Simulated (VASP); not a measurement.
A run of VASP 6.6.1 is set up as follows.

The input INCAR:

```
  PREC = Accurate
  ENCUT = 520
  EDIFF = 1E-6
  ISMEAR = 0
  SIGMA = 0.1
  LREAL = False
  LASPH = True
  NELM = 80
  ALGO = Fast
  ISIF = 2
  LWAVE = False
  LCHARG = False
  GGA = PE
  NBANDS = 18
```

Contents of KPOINTS:

```
regular mesh
0
Gamma
  6 6 4
```

File POSCAR:

```
Ca2Be
1.0
    5.2472411472      0.0000000000      0.0000000000
   -2.6236205736      4.5442441333      0.0000000000
    0.0000000000      0.0000000000      3.2237364264
Ca Be
2 1
Direct
    0.3333333333      0.6666666667      0.5000000000
    0.6666666667      0.3333333333      0.5000000000
    0.0000000000      0.0000000000      0.0000000000
```

Potentials or basis: VASP PAW PBE potentials, release 64 (Ca_sv, Be).

Launch:

```sh
$ cat potpaw_PBE.64/Ca_sv/POTCAR potpaw_PBE.64/Be/POTCAR > POTCAR
$ mpirun -np 1 vasp_std > vasp.out
```

**Question.** Estimate the band gap on the k mesh.

**Answer.** Zero (band 11 reaches 3.35 eV, above the bottom of band 12 at 2.46 eV).

**Question.** Predict the pressure.

**Answer.** 0.1 GPa.

Caveat: the k points lie up to 0.49 Å⁻¹ apart.
